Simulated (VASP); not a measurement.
# Sb (Fm-3m) in VASP: notebook

The runs below take Sb through electric field gradients, with PBEsol.

Everything below comes from runs of VASP 6.6.1. Logs are shortened: lines on timing, memory, paths and dates and some standing lists are left out, and cuts for length are marked.

## (1) The cell of the first run

The structure is cubic, space group Fm-3m (No. 225). Conventional cell: a = 4.516 Å, b = 4.516 Å, c = 4.516 Å, α = 90.00°, β = 90.00°, γ = 90.00°. Within 4.2 Å of Sb (site symmetry m-3m) lie 12 Sb at 3.19 Å.

## (2) Electric field gradients, PBEsol (volume scaled by 0.94)

The input, INCAR:

```
ALGO = Normal
EDIFF = 1E-8
ENCUT = 520
GGA = PS
ISIF = 2
ISMEAR = -1
LASPH = T
LCHARG = F
LEFG = T
LREAL = F
LWAVE = F
NBANDS = 8
NELM = 100
PREC = Accurate
SIGMA = 0.03
```

The input, KPOINTS:

```
k-points
0
Gamma
  14 14 14
```

The input, POSCAR:

```
Sb
1.0
    0.0000000000      2.2579459806      2.2579459806
    2.2579459806      0.0000000000      2.2579459806
    2.2579459806      2.2579459806      0.0000000000
Sb
1
Direct
    0.0000000000      0.0000000000      0.0000000000
```

Potentials or basis: VASP PAW PBE potentials, release 64 (Sb).

Started as:

```
> cat potpaw_PBE.64/Sb/POTCAR > POTCAR
> mpirun -np 1 vasp_std > vasp.out
```

OUTCAR:

```text
EDIFF = 1E-8
   ENCUT = 520
   GGA = PS
   ISIF = 2
   ISMEAR = -1
   LASPH = T
   LREAL = F
   NELM = 100
   PREC = Accurate

 ion  position               nearest neighbor table
   1  0.000  0.000  0.000-

  LATTYP: Found a face centered cubic cell.
 ALAT       =     4.5158919612

  Lattice vectors:

 A1 = (   0.0000000000,   2.2579459806,   2.2579459806)
 A2 = (   2.2579459806,   0.0000000000,   2.2579459806)
 A3 = (   2.2579459806,   2.2579459806,   0.0000000000)

Analysis of symmetry for initial positions (statically):
=====================================================================
 Subroutine PRICEL returns:
 Original cell was already a primitive cell.

 Routine SETGRP: Setting up the symmetry group for a
 face centered cubic supercell.

 Subroutine GETGRP returns: Found 48 space group operations
 (whereof 48 operations were pure point group operations)
 out of a pool of 48 trial point group operations.

The static configuration has the point symmetry O_h .

Analysis of symmetry for dynamics (positions and initial velocities):
=====================================================================
 Subroutine PRICEL returns:
 Original cell was already a primitive cell.

 Routine SETGRP: Setting up the symmetry group for a
 face centered cubic supercell.

 Subroutine GETGRP returns: Found 48 space group operations
 (whereof 48 operations were pure point group operations)
 out of a pool of 48 trial point group operations.

The dynamic configuration has the point symmetry O_h .

 Subroutine INISYM returns: Found 48 space group operations
 (whereof 48 operations are pure point group operations),
 and found     1 'primitive' translations

----------------------------------------------------------------------------------------

                                     Primitive cell

  volume of cell :      23.0235

  direct lattice vectors                    reciprocal lattice vectors
     0.000000000  2.257945981  2.257945981    -0.221440196  0.221440196  0.221440196
     2.257945981  0.000000000  2.257945981     0.221440196 -0.221440196  0.221440196
     2.257945981  2.257945981  0.000000000     0.221440196  0.221440196 -0.221440196
[... 117 lines left out ...]
   NGX = 11   NGY = 11   NGZ = 11

 number of electron       5.0000000 magnetization

 Free energy of the ion-electron system (eV)
  ---------------------------------------------------
  ext. energy  EPLUGINS =         0.00000000
  ---------------------------------------------------
  free energy    TOTEN  =        -4.19051370 eV

  energy without entropy =       -4.18811620  energy(sigma->0) =       -4.18931495

 E-fermi :  10.5932     XC(G=0): -11.0252

 val. band max:       10.5876404670   @ k =   0.5000   0.2143   0.0000
 cond. band min:      10.6075695674   @ k =  -0.2857   0.2143   0.0714
 fundamental gap:      0.0199291004
 Fermi energy:        10.5931992486

 k-point     1 :       0.0000    0.0000    0.0000
  band No.  band energies     occupation
      1      -3.7136      2.00000
      2      17.1101      0.00000
      3      17.1101      0.00000
      4      17.1101      0.00000
      5      20.7673      0.00000
      6      21.1030      0.00000
      7      21.1030      0.00000
      8      21.1030      0.00000
[... 243 lines left out ...]
 k-point    24 :       0.2857    0.1429    0.0000
  band No.  band energies     occupation
      1      -2.0070      2.00000
      2      10.4641      1.97327
      3      13.8779      0.00000
      4      14.4553      0.00000
      5      18.0040      0.00000
      6      19.9218      0.00000
      7      23.7327      0.00000
      8      23.9964      0.00000

 [... further k-points ...]

------------------------ aborting loop because EDIFF is reached ----------------------------------------

  FORCE on cell =-STRESS in cart. coord.  units (eV):
  Direction    XX          YY          ZZ          XY          YZ          ZX
  --------------------------------------------------------------------------------------
  -------------------------------------------------------------------------------------
  Total        1.6767885      1.6767885      1.6767885     -0.0000000      0.0000000     -0.0000000
  in kB      116.6858568    116.6858568    116.6858568     -0.0000000      0.0000000     -0.0000000
  external PRESSURE =     116.6858568 kB  Pullay stress =       0.0000000 kB

 VOLUME and BASIS-vectors are now :
 -----------------------------------------------------------------------------
  energy-cutoff  :      520.00
  volume of cell :       23.02
      direct lattice vectors                 reciprocal lattice vectors
     0.000000000  2.257945981  2.257945981    -0.221440196  0.221440196  0.221440196
     2.257945981  0.000000000  2.257945981     0.221440196 -0.221440196  0.221440196
     2.257945981  2.257945981  0.000000000     0.221440196  0.221440196 -0.221440196

 POSITION                                       TOTAL-FORCE (eV/Angst)
 -----------------------------------------------------------------------------------
      0.00000      0.00000      0.00000         0.000000      0.000000      0.000000
 -----------------------------------------------------------------------------------
    total drift:                                0.000000      0.000000      0.000000

  FREE ENERGIE OF THE ION-ELECTRON SYSTEM (eV)
  ---------------------------------------------------
  free  energy   TOTEN  =        -4.1905137018 eV

  energy  without entropy=       -4.1881161960  energy(sigma->0) =       -4.18931495

 Electric field gradients (V/A^2)
---------------------------------------------------------------------
 ion       V_xx      V_yy      V_zz      V_xy      V_xz      V_yz
---------------------------------------------------------------------
   1      -0.000    -0.000    -0.000     0.000     0.000     0.000
---------------------------------------------------------------------

 Electric field gradients after diagonalization (V/A^2)
 (convention: |V_zz| > |V_xx| > |V_yy|)
----------------------------------------------------------------------
 ion       V_xx      V_yy      V_zz     asymmetry (V_yy - V_xx)/ V_zz
----------------------------------------------------------------------
   1      -0.000    -0.000     0.000       0.000
----------------------------------------------------------------------

           NMR quadrupolar parameters

 Cq : quadrupolar parameter    Cq=e*Q*V_zz/h
 eta: asymmetry parameters     (V_yy - V_xx)/ V_zz
 Q  : nuclear electric quadrupole moment in mb (millibarn)
----------------------------------------------------------------------
 ion       Cq(MHz)       eta       Q (mb)
----------------------------------------------------------------------
   1       0.000       0.000       1.000
----------------------------------------------------------------------
```

OSZICAR:

```text
N       E                     dE             d eps       ncg     rms          rms(c)
DAV:   1     0.534599610922E+01    0.53460E+01   -0.17914E+03  1712   0.421E+02
DAV:   2    -0.410949398843E+01   -0.94555E+01   -0.89705E+01  2368   0.552E+01
DAV:   3    -0.419840223630E+01   -0.88908E-01   -0.88760E-01  2040   0.609E+00
DAV:   4    -0.419866097995E+01   -0.25874E-03   -0.25874E-03  2576   0.394E-01
DAV:   5    -0.419866139180E+01   -0.41186E-06   -0.41217E-06  2144   0.102E-02    0.221E+00
DAV:   6    -0.419358794906E+01    0.50734E-02   -0.98838E-04  2080   0.151E-01    0.130E+00
DAV:   7    -0.419052144853E+01    0.30665E-02   -0.22283E-03  1904   0.224E-01    0.292E-02
DAV:   8    -0.419051428502E+01    0.71635E-05   -0.23204E-05  2408   0.394E-02    0.786E-03
DAV:   9    -0.419051369682E+01    0.58820E-06   -0.41912E-07  2264   0.417E-03    0.159E-03
DAV:  10    -0.419051370182E+01   -0.49984E-08   -0.23774E-08  2280   0.906E-04
   1 F= -.41905137E+01 E0= -.41893149E+01  d E =-.239751E-02
```

It took 5.3 s on 1 thread of Intel Xeon 6975P-C (Granite Rapids), shared host; peak memory 0.14 GiB.

Results:

```yaml
Free_energy: -4.1905 eV
Pressure: 11.7 GPa
```

Caveat: without QUAD_EFG the Cq values of the log hold for a quadrupole moment of 1 mb, not for the nuclei; the PAW data sets were made with another functional, which shifts forces and pressure a little; spin-orbit coupling is left out, which moves the levels of the heavy elements.

## (3) Electric field gradients, PBEsol (volume scaled by 0.98)

The input, INCAR:

```
ALGO = Normal
EDIFF = 1E-8
ENCUT = 520
GGA = PS
ISIF = 2
ISMEAR = -1
LASPH = True
LCHARG = False
LEFG = True
LREAL = False
LWAVE = False
NBANDS = 8
NELM = 60
PREC = Accurate
SIGMA = 0.03
```

KPOINTS is that of step 2.

The input, POSCAR:

```
Sb
1.0
    0.0000000000      2.2895297352      2.2895297352
    2.2895297352      0.0000000000      2.2895297352
    2.2895297352      2.2895297352      0.0000000000
Sb
1
Direct
    0.0000000000      0.0000000000      0.0000000000
```

Potentials or basis: VASP PAW PBE potentials, release 64 (Sb).

Started as:

```
> cat potpaw_PBE.64/Sb/POTCAR > POTCAR
> mpirun -np 1 vasp_std > vasp.out
```

OUTCAR:

```text
EDIFF = 1E-8
   ENCUT = 520
   GGA = PS
   ISIF = 2
   ISMEAR = -1
   LASPH = True
   LREAL = False
   NELM = 60
   PREC = Accurate

 ion  position               nearest neighbor table
   1  0.000  0.000  0.000-

  LATTYP: Found a face centered cubic cell.
 ALAT       =     4.5790594704

  Lattice vectors:

 A1 = (   0.0000000000,   2.2895297352,   2.2895297352)
 A2 = (   2.2895297352,   0.0000000000,   2.2895297352)
[... 469 lines left out ...]
    total drift:                                0.000000      0.000000      0.000000

  FREE ENERGIE OF THE ION-ELECTRON SYSTEM (eV)
  ---------------------------------------------------
  free  energy   TOTEN  =        -4.2473620831 eV

  energy  without entropy=       -4.2446153285  energy(sigma->0) =       -4.24598871

 Electric field gradients (V/A^2)
---------------------------------------------------------------------
 ion       V_xx      V_yy      V_zz      V_xy      V_xz      V_yz
---------------------------------------------------------------------
   1      -0.000     0.000    -0.000     0.000     0.000     0.000
---------------------------------------------------------------------

 Electric field gradients after diagonalization (V/A^2)
 (convention: |V_zz| > |V_xx| > |V_yy|)
----------------------------------------------------------------------
 ion       V_xx      V_yy      V_zz     asymmetry (V_yy - V_xx)/ V_zz
----------------------------------------------------------------------
   1      -0.000    -0.000     0.000       0.000
----------------------------------------------------------------------

           NMR quadrupolar parameters

 Cq : quadrupolar parameter    Cq=e*Q*V_zz/h
 eta: asymmetry parameters     (V_yy - V_xx)/ V_zz
 Q  : nuclear electric quadrupole moment in mb (millibarn)
----------------------------------------------------------------------
 ion       Cq(MHz)       eta       Q (mb)
----------------------------------------------------------------------
   1       0.000       0.000       1.000
----------------------------------------------------------------------
```

Run time: 7.6 s. Hardware: 1 thread of Intel Xeon 6975P-C (Granite Rapids), shared host; peak memory 0.14 GiB.

Results:

* Free energy: -4.2474 eV
* Pressure: 7.1 GPa

Levels at points of the mesh, in eV from the Fermi level:
```
           k point  band 1  band 2  band 3  band 4  band 5
(0.00, 0.00, 0.00)  -13.93    6.17    6.17    6.17   10.20
(0.50, 0.00, 0.00)   -9.50   -6.63    4.18    4.18    8.95
(0.50, 0.50, 0.00)   -7.52   -5.61    0.37    0.37    4.23
```

Caveat: without QUAD_EFG the Cq values of the log hold for a quadrupole moment of 1 mb, not for the nuclei; the PAW data sets were made with another functional, which shifts forces and pressure a little; spin-orbit coupling is left out, which moves the levels of the heavy elements.

(Continued in part 2 of 2.)
